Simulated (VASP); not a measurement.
# SiC (P6_3mc) in VASP: a series of runs, part 3 of 3

VASP 6.6.1.

### 5 Relaxation of shape and atoms at fixed volume, PBE (10.81 Å³/atom)

This run uses another cell than the first one, of 10.81 Å³/atom.

The input, INCAR:

```
SYSTEM = SiC
ALGO = Normal
EDIFF = 1E-6
EDIFFG = -0.01
ENCUT = 600
GGA = PE
IBRION = 2
ISIF = 4
ISMEAR = 0
LASPH = .True.
LCHARG = .False.
LREAL = .False.
LWAVE = .False.
NELM = 80
NSW = 50
PREC = Accurate
SIGMA = 0.02
```

The input, KPOINTS:

```
k-points
0
Gamma
  12 12 2
  0 0 0
```

The input, POSCAR:

```
SiC
1.0
    3.1256436114      0.0000000000      0.0000000000
   -1.5628218057      2.7068867707      0.0000000000
    0.0000000000      0.0000000000     15.3368105342
Si C
6 6
Direct
    0.0000000000      0.0000000000      0.1250399221
    0.0000000000      0.0000000000      0.6250399221
    0.3333333333      0.6666666667      0.2918177992
    0.6666666667      0.3333333333      0.7918177992
    0.3333333333      0.6666666667      0.9583095063
    0.6666666667      0.3333333333      0.4583095063
    0.0000000000      0.0000000000     -0.0003123163
    0.0000000000      0.0000000000      0.4996876837
    0.3333333333      0.6666666667      0.1668296831
    0.6666666667      0.3333333333      0.6668296831
    0.3333333333      0.6666666667      0.8333154055
    0.6666666667      0.3333333333      0.3333154055
```

Potentials or basis: VASP PAW PBE potentials, release 64 (Si, C).

The run is started by

```bash
cat potpaw_PBE.64/Si/POTCAR potpaw_PBE.64/C/POTCAR > POTCAR
mpirun -np 1 vasp_std > vasp.out
```

OUTCAR:

```text
SYSTEM = SiC
   EDIFF = 1E-6
   EDIFFG = -0.01
   ENCUT = 600
   GGA = PE
   IBRION = 2
   ISIF = 4
   ISMEAR = 0
   LASPH = .True.
   LREAL = .False.
   NELM = 80
   NSW = 50
   PREC = Accurate

 ion  position               nearest neighbor table
   1  0.000  0.000  0.125-   9 1.92   9 1.92   9 1.92   7 1.92   5 3.13   5 3.13   5 3.13   3 3.13
                             3 3.13   3 3.13
   2  0.000  0.000  0.625-  10 1.92  10 1.92  10 1.92   8 1.92   6 3.13   6 3.13   6 3.13   4 3.13
                             4 3.13   4 3.13
   3  0.333  0.667  0.292-  12 1.91  12 1.91  12 1.91   9 1.92   6 3.13   6 3.13   6 3.13   1 3.13
                             1 3.13   1 3.13
   4  0.667  0.333  0.792-  11 1.91  11 1.91  11 1.91  10 1.92   5 3.13   5 3.13   5 3.13   2 3.13
                             2 3.13   2 3.13
   5  0.333  0.667  0.958-   7 1.91   7 1.91   7 1.91  11 1.92   4 3.13   4 3.13   4 3.13   1 3.13
                             1 3.13   1 3.13
   6  0.667  0.333  0.458-   8 1.91   8 1.91   8 1.91  12 1.92   3 3.13   3 3.13   3 3.13   2 3.13
                             2 3.13   2 3.13
   7  0.000  0.000  1.000-   5 1.91   5 1.91   5 1.91   1 1.92
   8  0.000  0.000  0.500-   6 1.91   6 1.91   6 1.91   2 1.92
   9  0.333  0.667  0.167-   1 1.92   1 1.92   1 1.92   3 1.92
  10  0.667  0.333  0.667-   2 1.92   2 1.92   2 1.92   4 1.92
  11  0.333  0.667  0.833-   4 1.91   4 1.91   4 1.91   5 1.92
  12  0.667  0.333  0.333-   3 1.91   3 1.91   3 1.91   6 1.92

  LATTYP: Found a hexagonal cell.
 ALAT       =     3.1256436114
 C/A-ratio  =     4.9067687942

  Lattice vectors:

 A1 = (   3.1256436114,   0.0000000000,   0.0000000000)
 A2 = (  -1.5628218057,   2.7068867707,   0.0000000000)
 A3 = (   0.0000000000,   0.0000000000,  15.3368105342)

Analysis of symmetry for initial positions (statically):
=====================================================================
 Subroutine PRICEL returns:
 Original cell was already a primitive cell.

 Routine SETGRP: Setting up the symmetry group for a
 hexagonal supercell.

 Subroutine GETGRP returns: Found 12 space group operations
 (whereof  6 operations were pure point group operations)
 out of a pool of 24 trial point group operations.

The static configuration has the point symmetry C_3v.
 The point group associated with its full space group is C_6v.

Analysis of symmetry for dynamics (positions and initial velocities):
=====================================================================
 Subroutine PRICEL returns:
 Original cell was already a primitive cell.

 Routine SETGRP: Setting up the symmetry group for a
 hexagonal supercell.

 Subroutine GETGRP returns: Found 12 space group operations
 (whereof  6 operations were pure point group operations)
 out of a pool of 24 trial point group operations.

The dynamic configuration has the point symmetry C_3v.
 The point group associated with its full space group is C_6v.

 Subroutine INISYM returns: Found 12 space group operations
 (whereof  6 operations are pure point group operations),
 and found     1 'primitive' translations

----------------------------------------------------------------------------------------

                                     Primitive cell

  volume of cell :     129.7611

  direct lattice vectors                    reciprocal lattice vectors
     3.125643611  0.000000000  0.000000000     0.319934108  0.184714043  0.000000000
[... 95 lines left out ...]
   NGXF,Y,Z  is equivalent  to a cutoff of  29.79, 29.79, 27.32 a.u.
 SYSTEM =  SiC
   PREC   = accura    normal or accurate (medium, high low for compatibility)
   ISTART =      0    job   : 0-new  1-cont  2-samecut
   ICHARG =      2    charge: 1-file 2-atom 10-const
   ISPIN  =      1    spin polarized calculation?
   LNONCOLLINEAR =      F non collinear calculations
   LSORBIT =      F    spin-orbit coupling
   LASPH  =      T    aspherical Exc in radial PAW
   ENCUT  =  600.0 eV  44.10 Ry    6.64 a.u.   6.24  6.24 30.63*2*pi/ulx,y,z
   NELM   =     80;   NELMIN=  2; NELMDL= -5     # of ELM steps
   EDIFF  = 0.1E-05   stopping-criterion for ELM
   LREAL  =      F    real-space projection
   EDIFFG = -.1E-01   stopping-criterion for IOM
   NSW    =     50    number of steps for IOM
   IBRION =      2    ionic relax: 0-MD 1-quasi-New 2-CG
   NFREE  =      1    steps in history (QN), initial steepest desc. (CG)
   ISIF   =      4    stress and relaxation
   ISYM   =      2    0-nonsym 1-usesym 2-fastsym
   POTIM  = 0.5000    time-step for ionic-motion
   TEBEG  =    0.0;   TEEND  =   0.0 temperature during run
   PSTRESS=    0.0 pullay stress
   NELECT =      48.0000    total number of electrons
   NUPDOWN=      -1.0000    fix difference up-down
   EMIN   =  10.00;   EMAX   =-10.00  energy-range for DOS
   EFERMI =   0.00;   METHOD = LEGACY
   ISMEAR =     0;   SIGMA  =   0.02  broadening in eV -4-tet -1-fermi 0-gaus
   EFERMI_NEDOS =   21; number of points for ismear=-14 and -15
   IALGO  =     38    algorithm
   IMIX   =      4    mixing-type and parameters
     AMIX     =   0.40;   BMIX     =  1.00
     AMIX_MAG =   1.60;   BMIX_MAG =  1.00
  volume/ion in A,a.u.               =      10.81        72.97
  Fermi-wavevector in a.u.,A,eV,Ry     =   1.175187  2.220782 18.790529  1.381065
  Thomas-Fermi vector in A             =   2.311572
   LORBIT       =      0    0 simple, 1 ext, 2 COOP (PROOUT), +10 PAW based schemes
   GGA     = PE    functional components
   LHFCALC =     F    Hartree Fock is set to
   AEXX    =    0.0000 exact exchange contribution
   IVDW    =     0    specifies the selected vdW correction
   LEPSILON=     F    determine dielectric tensor
   LRPA    =     F    only Hartree local field effects (RPA)
 conjugate gradient relaxation of ions
 non-spin polarized calculation
 Gauss-broadening in eV      SIGMA  =   0.02
  energy-cutoff  :      600.00
  volume of cell :      129.76
 maximum number of plane-waves:      4369
 NGX is ok and might be reduce to    28
   NGX = 13   NGY = 13   NGZ = 61

 number of electron      48.0000001 magnetization

 Free energy of the ion-electron system (eV)
  ---------------------------------------------------
  ext. energy  EPLUGINS =         0.00000000
  ---------------------------------------------------
  free energy    TOTEN  =       -90.30963697 eV

  energy without entropy =      -90.30963697  energy(sigma->0) =      -90.30963697

 E-fermi :   7.7898     XC(G=0): -11.1624

 val. band max:        7.6619835568   @ k =   0.0000   0.0000   0.0000
 cond. band min:       9.6984860238   @ k =   0.5000  -0.0000   0.0000
 fundamental gap:      2.0365024670
 Fermi energy:         7.7897592091

 k-point     1 :       0.0000    0.0000    0.0000
  band No.  band energies     occupation
      1      -7.4493      2.00000
      2      -6.9455      2.00000
      3      -6.9125      2.00000
      4      -5.4753      2.00000
      5      -5.4480      2.00000
      6      -4.0448      2.00000
[... 805 lines left out ...]
     30      12.7824      0.00000
     31      13.4703      0.00000

 [... further k-points ...]

------------------------ aborting loop because EDIFF is reached ----------------------------------------

  FORCE on cell =-STRESS in cart. coord.  units (eV):
  Direction    XX          YY          ZZ          XY          YZ          ZX
  --------------------------------------------------------------------------------------
  -------------------------------------------------------------------------------------
  Total       -4.9597308     -4.9597308     -4.9101338      0.0000000      0.0000000     -0.0000000
  in kB      -61.2384356    -61.2384356    -60.6260549      0.0000000      0.0000000     -0.0000000
  external PRESSURE =     -61.0343087 kB  Pullay stress =       0.0000000 kB

 VOLUME and BASIS-vectors are now :
 -----------------------------------------------------------------------------
  energy-cutoff  :      600.00
  volume of cell :      129.76
      direct lattice vectors                 reciprocal lattice vectors
     3.125643611  0.000000000  0.000000000     0.319934108  0.184714043  0.000000000
    -1.562821806  2.706886771  0.000000000     0.000000000  0.369428086  0.000000000
     0.000000000  0.000000000 15.336810534     0.000000000  0.000000000  0.065202605

 POSITION                                       TOTAL-FORCE (eV/Angst)
 -----------------------------------------------------------------------------------
      0.00000      0.00000      1.91771        -0.000000      0.000000      0.009160
      0.00000      0.00000      9.58612         0.000000      0.000000      0.009160
     -0.00000      1.80459      4.47555        -0.000000      0.000000     -0.001397
      1.56282      0.90230     12.14396         0.000000     -0.000000     -0.001397
     -0.00000      1.80459     14.69741         0.000000      0.000000     -0.002803
      1.56282      0.90230      7.02901        -0.000000      0.000000     -0.002803
      0.00000      0.00000     15.33202        -0.000000      0.000000     -0.004900
      0.00000      0.00000      7.66362        -0.000000      0.000000     -0.004900
     -0.00000      1.80459      2.55864        -0.000000      0.000000      0.000015
      1.56282      0.90230     10.22704         0.000000     -0.000000      0.000015
     -0.00000      1.80459     12.78040         0.000000     -0.000000     -0.000075
      1.56282      0.90230      5.11200        -0.000000      0.000000     -0.000075
 -----------------------------------------------------------------------------------
    total drift:                                0.000000      0.000000     -0.000346

  FREE ENERGIE OF THE ION-ELECTRON SYSTEM (eV)
  ---------------------------------------------------
  free  energy   TOTEN  =       -90.3096369668 eV

  energy  without entropy=      -90.3096369668  energy(sigma->0) =      -90.30963697

 reached required accuracy - stopping structural energy minimisation
```

It took 2.4 min on 1 thread of Oxide Virtual Turin-like, shared host; peak memory 0.33 GiB.

Results:

```
Free energy                  : -90.3096 eV
Pressure after relaxing      : -6.1 GPa
Largest force after relaxing : 0.009 eV/Å
Band gap on the k mesh       : 2.04 eV (least direct gap 3.12 eV)
```

Forces in eV/Å, atoms in the order of the input:
```
Si   0.000  0.000  0.009
Si   0.000  0.000  0.009
Si   0.000  0.000 -0.001
Si   0.000  0.000 -0.001
Si   0.000  0.000 -0.003
Si   0.000  0.000 -0.003
C    0.000  0.000 -0.005
C    0.000  0.000 -0.005
C    0.000  0.000  0.000
C    0.000  0.000  0.000
C    0.000  0.000  0.000
C    0.000  0.000  0.000
```

Final structure:
```
CELL_PARAMETERS angstrom
3.12564 0.00000 0.00000
-1.56282 2.70689 0.00000
0.00000 0.00000 15.33681
ATOMIC_POSITIONS crystal
Si 0.00000 0.00000 0.12504
Si 0.00000 0.00000 0.62504
Si 0.33333 0.66667 0.29182
Si 0.66667 0.33333 0.79182
Si 0.33333 0.66667 0.95831
Si 0.66667 0.33333 0.45831
C 0.00000 0.00000 0.99969
C 0.00000 0.00000 0.49969
C 0.33333 0.66667 0.16683
C 0.66667 0.33333 0.66683
C 0.33333 0.66667 0.83332
C 0.66667 0.33333 0.33332
```

Caveat: the relaxation stopped at its first step, so nothing moved. A k mesh can miss the band edges.

### 6 Summary

```tsv
task	cell	cutoff (eV)	gap on the mesh (eV)	pressure (GPa)	largest force (eV/Å)
single point	a = 3.195, b = 3.195, c = 15.679 Å, angles 90.0, 90.0, 120.0°, 12 atoms, atomic positions A	520	2.05	-16.8	0.01
relaxation of shape and atoms at fixed volume	relaxed from a = 2.966, b = 2.966, c = 14.550 Å, angles 90.0, 90.0, 120.0°, 12 atoms, atomic positions B	600	1.99	34.6	-
relaxation of shape and atoms at fixed volume	relaxed from a = 3.064, b = 3.064, c = 15.033 Å, angles 90.0, 90.0, 120.0°, 12 atoms, atomic positions B	600	2.02	6.7	0.01
relaxation of shape and atoms at fixed volume	relaxed from a = 3.126, b = 3.126, c = 15.337 Å, angles 90.0, 90.0, 120.0°, 12 atoms, atomic positions B	600	2.04	-6.1	0.01
```

Alike in all rows: level PBE; potentials or basis VASP PAW PBE potentials, release 64 (Si, C); no spin polarisation; k mesh 12 × 12 × 2; smearing gaussian 0.02 eV.

Caveats: the relaxation stopped at its first step, so nothing moved (at least some runs); the cell stands under tension (at least some runs).

Total energies depend on the potentials used, so only differences within one code and one set of settings carry meaning.
